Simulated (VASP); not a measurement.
# Al18H3C in VASP: further runs

The runs below take Al18H3C through single point, with PBE+D3(BJ).

Program: VASP 6.6.1. These are calculated values, not measurements. Logs are shortened: lines on timing, memory, paths and dates and some standing lists are left out, and cuts for length are marked.

## Step 1: The cell of the first run

The cell holds a slab with vacuum, 22 atoms: a = 5.728 Å, b = 8.591 Å, c = 15.677 Å, α = 90.00°, β = 90.00°, γ = 60.00°.

## Step 2: Single point, PBE+D3(BJ)

INCAR reads:

```
SYSTEM = Al18H3C
ALGO = Normal
EDIFF = 1E-6
ENCUT = 520
GGA = PE
ISIF = 2
ISMEAR = 0
IVDW = 12
LASPH = .TRUE.
LCHARG = .FALSE.
LREAL = Auto
LWAVE = .FALSE.
NBANDS = 48
NELM = 60
PREC = Accurate
SIGMA = 0.15
```

KPOINTS reads:

```
k-points
0
G
  3 2 1
  0 0 0
```

POSCAR reads:

```
Al18H3C
1.0
    5.7275650000      0.0000000000      0.0000000000
    4.2956740000      7.4403250000      0.0000000000
    0.0000000000      0.0000000000     15.6765370000
Al C H
18 1 3
Direct
    0.1666665958      0.1111111410      0.0637895984
    0.6666666831      0.1111111410      0.0637895984
    0.1666667458      0.4444444295      0.0637895984
    0.6666666585      0.4444444295      0.0637895984
    0.1666666204      0.7777778524      0.0637895984
    0.6666667077      0.7777778524      0.0637895984
   -0.1527615053      0.2124978412      0.2094071541
    0.3367431598      0.2217239166      0.2075088395
   -0.1591592410      0.5543849227      0.2128782014
    0.3481742834      0.5482725553      0.2074107311
   -0.1566971254      0.8818285492      0.2091625210
    0.3444850356      0.8817739816      0.2137401902
    0.0042014537     -0.0039514403      0.3580475713
    0.4971930919      0.0183119689      0.3519234510
    0.0132415336      0.3245004754      0.3539337164
    0.5144033551      0.3329748364      0.3573180097
    0.0432611307      0.6574986980      0.3515081169
    0.5152687612      0.6617698824      0.3627607296
    0.6574428896      0.6975040741      0.4782532009
    0.8749372636      0.6105307228      0.4911464822
    0.6040768927      0.8354321888      0.4956949357
    0.5514754610      0.6530233558      0.5218369975
```

Potentials or basis: VASP PAW PBE potentials, release 64 (Al, C, H).

Started as:

```sh
> cat potpaw_PBE.64/Al/POTCAR potpaw_PBE.64/C/POTCAR potpaw_PBE.64/H/POTCAR > POTCAR
> mpirun -np 1 vasp_std > vasp.out
```

OUTCAR:

```text
SYSTEM = Al18H3C
   EDIFF = 1E-6
   ENCUT = 520
   GGA = PE
   ISIF = 2
   ISMEAR = 0
   IVDW = 12
   LASPH = .TRUE.
   LREAL = Auto
   NELM = 60
   PREC = Accurate
 IVDW          = 12

 ion  position               nearest neighbor table
   1  0.167  0.111  0.064-   7 2.78   8 2.80   2 2.86   4 2.86   5 2.86   3 2.86   6 2.86   2 2.86
                            12 2.90
   2  0.667  0.111  0.064-   8 2.78   7 2.82  11 2.85   1 2.86   4 2.86   3 2.86   5 2.86   6 2.86
                             1 2.86
   3  0.167  0.444  0.064-   8 2.80  10 2.81   9 2.84   4 2.86   2 2.86   1 2.86   5 2.86   6 2.86
                             4 2.86
   4  0.667  0.444  0.064-  10 2.75   7 2.86   3 2.86   2 2.86   1 2.86   5 2.86   3 2.86   6 2.86
                             9 2.88
   5  0.167  0.778  0.064-  11 2.79  10 2.83   6 2.86   2 2.86   1 2.86   3 2.86   4 2.86   6 2.86
                            12 2.88
   6  0.667  0.778  0.064-  11 2.81  12 2.84   5 2.86   2 2.86   1 2.86   3 2.86   5 2.86   4 2.86
                             9 2.87
   7  0.847  0.212  0.209-   1 2.78  15 2.81   2 2.82  13 2.83   8 2.84  12 2.85  16 2.85  11 2.85
                             4 2.86  10 2.87   8 2.89   9 2.92
   8  0.337  0.222  0.208-  14 2.72   2 2.78   3 2.80  15 2.80   1 2.80  10 2.84   7 2.84   9 2.85
                             7 2.89  12 2.90  16 2.90  11 2.91
   9  0.841  0.554  0.213-  15 2.80  17 2.81  11 2.82  12 2.83   3 2.84  10 2.85   8 2.85  18 2.85
[... 4 lines left out ...]
                            12 2.86  12 2.87  10 2.88   8 2.91
  12  0.344  0.882  0.214-  14 2.80  13 2.82   9 2.83   6 2.84   7 2.85  18 2.85  10 2.86  11 2.86
                            11 2.87   5 2.88   8 2.90   1 2.90
  13  0.004  0.996  0.358-  17 2.81  14 2.81  12 2.82   7 2.83  15 2.85  16 2.85  11 2.86  18 2.90
                            14 2.93
  14  0.497  0.018  0.352-  15 2.70   8 2.72  16 2.76  12 2.80  13 2.81  11 2.83  13 2.93  18 3.02
                            17 3.11
  15  0.013  0.325  0.354-  14 2.70   9 2.80   8 2.80   7 2.81  16 2.82  13 2.85  18 2.88  16 2.91
                            17 2.95
  16  0.514  0.333  0.357-  17 2.75  14 2.76  15 2.82  18 2.83  10 2.84   7 2.85  13 2.85   8 2.90
                            15 2.91
  17  0.043  0.657  0.352-  10 2.72  18 2.73  16 2.75  11 2.79  13 2.81   9 2.81  15 2.95  18 3.01
                            14 3.11
  18  0.515  0.662  0.363-  19 2.07  17 2.73  16 2.83   9 2.85  12 2.85  15 2.88  13 2.90  10 2.95
                            17 3.01  14 3.02
  19  0.657  0.698  0.478-  21 1.10  22 1.10  20 1.10  18 2.07
  20  0.875  0.611  0.491-  19 1.10
  21  0.604  0.835  0.496-  19 1.10
  22  0.551  0.653  0.522-  19 1.10

  LATTYP: Found a simple monoclinic cell.
 ALAT       =     5.7275650000
 B/A-ratio  =     2.7370334514
 C/A-ratio  =     1.3228756151
 COS(beta)  =    -0.1889822093

  Lattice vectors:

 A1 = (   5.7275650000,   0.0000000000,   0.0000000000)
 A2 = (   0.0000000000,   0.0000000000, -15.6765370000)
 A3 = (  -1.4318910000,   7.4403250000,   0.0000000000)

Analysis of symmetry for initial positions (statically):
=====================================================================
 Subroutine PRICEL returns:
 Original cell was already a primitive cell.

 Routine SETGRP: Setting up the symmetry group for a
 simple monoclinic supercell.

 Subroutine GETGRP returns: Found  1 space group operations
 (whereof  1 operations were pure point group operations)
 out of a pool of  4 trial point group operations.

The static configuration has the point symmetry C_1 .

Analysis of symmetry for dynamics (positions and initial velocities):
=====================================================================
 Subroutine PRICEL returns:
 Original cell was already a primitive cell.

 Routine SETGRP: Setting up the symmetry group for a
 simple monoclinic supercell.

 Subroutine GETGRP returns: Found  1 space group operations
 (whereof  1 operations were pure point group operations)
 out of a pool of  4 trial point group operations.

The dynamic configuration has the point symmetry C_1 .

 Subroutine INISYM returns: Found  1 space group operations
 (whereof  1 operations are pure point group operations),
 and found     1 'primitive' translations

----------------------------------------------------------------------------------------

                                     Primitive cell

  volume of cell :     668.0548

[... 86 lines left out ...]
|                                                                             |
|     Your reciprocal lattice and k-lattice belong to different lattice       |
|     classes:                                                                |
|                                                                             |
|        The reciprocal lattice is simple monoclinic,                         |
|        whereas your k-lattice is hexagonal.                                 |
|                                                                             |
|     Results are often still useful ...                                      |
|                                                                             |
 -----------------------------------------------------------------------------

 Subroutine IBZKPT returns following result:
 ===========================================

 Found      4 irreducible k-points:

 Following reciprocal coordinates:
            Coordinates               Weight
  0.000000  0.000000  0.000000      1.000000
  0.333333  0.000000  0.000000      2.000000
  0.000000  0.500000  0.000000      1.000000
  0.333333  0.500000  0.000000      2.000000
   k-points           NKPTS =      4   k-points in BZ     NKDIM =      4   number of bands    NBANDS=     48
   number of dos      NEDOS =    301   number of ions     NIONS =     22
   total plane-waves  NPLWV = 368640
   dimension x,y,z NGX =    48 NGY =   64 NGZ =  120
   dimension x,y,z NGXF=    96 NGYF=  128 NGZF=  240
   ions per type =              18   1   3
   NGX,Y,Z   is equivalent  to a cutoff of  13.93, 12.38, 12.73 a.u.
   NGXF,Y,Z  is equivalent  to a cutoff of  27.86, 24.77, 25.45 a.u.
 SYSTEM =  Al18H3C
   PREC   = accura    normal or accurate (medium, high low for compatibility)
   ISTART =      0    job   : 0-new  1-cont  2-samecut
   ICHARG =      2    charge: 1-file 2-atom 10-const
   ISPIN  =      1    spin polarized calculation?
   LNONCOLLINEAR =      F non collinear calculations
   LSORBIT =      F    spin-orbit coupling
   LASPH  =      T    aspherical Exc in radial PAW
   ENCUT  =  520.0 eV  38.22 Ry    6.18 a.u.  10.65 15.97 29.15*2*pi/ulx,y,z
   NELM   =     60;   NELMIN=  2; NELMDL= -5     # of ELM steps
   EDIFF  = 0.1E-05   stopping-criterion for ELM
   LREAL  =      T    real-space projection
   EDIFFG = 0.1E-04   stopping-criterion for IOM
   NSW    =      0    number of steps for IOM
   IBRION =     -1    ionic relax: 0-MD 1-quasi-New 2-CG
   NFREE  =      0    steps in history (QN), initial steepest desc. (CG)
   ISIF   =      2    stress and relaxation
   ISYM   =      2    0-nonsym 1-usesym 2-fastsym
   POTIM  = 0.5000    time-step for ionic-motion
   TEBEG  =    0.0;   TEEND  =   0.0 temperature during run
   PSTRESS=    0.0 pullay stress
   NELECT =      61.0000    total number of electrons
   NUPDOWN=      -1.0000    fix difference up-down
   EMIN   =  10.00;   EMAX   =-10.00  energy-range for DOS
   EFERMI =   0.00;   METHOD = LEGACY
   ISMEAR =     0;   SIGMA  =   0.15  broadening in eV -4-tet -1-fermi 0-gaus
   EFERMI_NEDOS =   21; number of points for ismear=-14 and -15
   IALGO  =     38    algorithm
   IMIX   =      4    mixing-type and parameters
     AMIX     =   0.40;   BMIX     =  1.00
     AMIX_MAG =   1.60;   BMIX_MAG =  1.00
  volume/ion in A,a.u.               =      30.37       204.92
  Fermi-wavevector in a.u.,A,eV,Ry     =   0.737192  1.393091  7.394119  0.543452
  Thomas-Fermi vector in A             =   1.830814
   LORBIT       =      0    0 simple, 1 ext, 2 COOP (PROOUT), +10 PAW based schemes
   GGA     = PE    functional components
   LHFCALC =     F    Hartree Fock is set to
   AEXX    =    0.0000 exact exchange contribution
   IVDW    =    12    specifies the selected vdW correction
   LEPSILON=     F    determine dielectric tensor
   LRPA    =     F    only Hartree local field effects (RPA)
 non-spin polarized calculation
 Gauss-broadening in eV      SIGMA  =   0.15
  energy-cutoff  :      520.00
  volume of cell :      668.05
 maximum number of plane-waves:     17998
 NGX is ok and might be reduce to    42
   NGX = 21   NGY = 31   NGZ = 59

 number of electron      61.0000000 magnetization

 Free energy of the ion-electron system (eV)
  ---------------------------------------------------
  ext. energy  EPLUGINS =         0.00000000
  ---------------------------------------------------
  free energy    TOTEN  =       -82.91758527 eV

  energy without entropy =      -82.77554189  energy(sigma->0) =      -82.84656358

 E-fermi :   1.4558     XC(G=0):  -5.9155

 val. band max:        1.4434442392   @ k =   0.0000   0.0000   0.0000
 cond. band min:       1.4714092396   @ k =   0.3333   0.0000   0.0000
 fundamental gap:      0.0279650004
 Fermi energy:         1.4558303799

 k-point     1 :       0.0000    0.0000    0.0000
  band No.  band energies     occupation
      1     -11.6325      2.00000
      2      -8.9480      2.00000
      3      -7.1418      2.00000
      4      -6.3614      2.00000
      5      -6.3105      2.00000
      6      -4.9678      2.00000
[... 169 lines left out ...]
     41       4.0082      0.00000
     42       4.0931      0.00000
 [bands above 42 left out]

------------------------ aborting loop because EDIFF is reached ----------------------------------------

 Edisp (eV)   -4.42911

 E8    (eV) :    -2.0218

  FORCE on cell =-STRESS in cart. coord.  units (eV):
  Direction    XX          YY          ZZ          XY          YZ          ZX
  --------------------------------------------------------------------------------------
  -------------------------------------------------------------------------------------
  Total      -7.78656    -8.12309     0.82776     0.41456     0.04442    -2.08212
  in kB     -18.67430   -19.48139     1.98519     0.99422     0.10653    -4.99349
  external pressure =      -12.06 kB  Pullay stress =        0.00 kB

 VOLUME and BASIS-vectors are now :
 -----------------------------------------------------------------------------
  energy-cutoff  :      520.00
  volume of cell :      668.05
      direct lattice vectors                 reciprocal lattice vectors
     5.727565000  0.000000000  0.000000000     0.174594265 -0.100802054  0.000000000
     4.295674000  7.440325000  0.000000000     0.000000000  0.134402731  0.000000000
     0.000000000  0.000000000 15.676537000     0.000000000  0.000000000  0.063789598

 POSITION                                       TOTAL-FORCE (eV/Angst)
 -----------------------------------------------------------------------------------
      1.43189      0.82670      1.00000         0.086958      0.108614     -0.114304
      4.29567      0.82670      1.00000        -0.019510      0.029772     -0.107672
      2.86378      3.30681      1.00000        -0.064708     -0.117493     -0.106030
      5.72757      3.30681      1.00000         0.118387     -0.070902     -0.005088
      4.29567      5.78692      1.00000         0.016319     -0.002108      0.016634
      7.15946      5.78692      1.00000         0.091646      0.025697      0.186632
[... 14 lines left out ...]
      7.04863      6.21589      7.77078        -0.092844      0.014465      0.020539
      5.96379      4.85871      8.18060        -0.100619      0.011515      0.114103
 -----------------------------------------------------------------------------------
    total drift:                               -0.001539     -0.003715     -0.010221

  FREE ENERGIE OF THE ION-ELECTRON SYSTEM (eV)
  ---------------------------------------------------
  free  energy   TOTEN  =       -87.3466942032 eV

  energy  without entropy=      -87.2046508241  energy(sigma->0) =      -87.27567251
```

Run time: 9.2 min. Hardware: 1 thread of Intel Xeon Platinum 8488C (Sapphire Rapids), shared host; peak memory 0.73 GiB.

Results:

| Quantity | Value |
| --- | --- |
| Free energy | -87.3467 eV |
| Largest force | 0.210 eV/Å |
| Band gap on the k mesh | zero (an odd number of electrons rules out a gap without spin polarisation) |
| Dispersion energy per atom | -0.201 eV |

Forces on the atoms (eV/Å):
```
Al   0.087  0.109 -0.114
Al  -0.020  0.030 -0.108
Al  -0.065 -0.117 -0.106
Al   0.118 -0.071 -0.005
Al   0.016 -0.002  0.017
Al   0.092  0.026  0.187
Al   0.009  0.005 -0.007
Al   0.005  0.003  0.001
Al   0.017  0.014  0.005
Al   0.008  0.008  0.000
Al   0.014  0.008 -0.025
Al   0.004 -0.004  0.001
Al   0.004  0.006 -0.005
Al   0.015 -0.015  0.001
Al   0.018  0.004  0.005
Al   0.019 -0.010  0.000
Al   0.046  0.018 -0.024
Al   0.014 -0.006  0.010
C   -0.117 -0.030  0.076
H   -0.092 -0.001 -0.043
H   -0.093  0.014  0.021
H   -0.101  0.012  0.114
```

Caveat: the k points lie up to 0.42 Å⁻¹ apart, too coarse for converged energies and pressures of a metal.

[end of part 1 of 2]
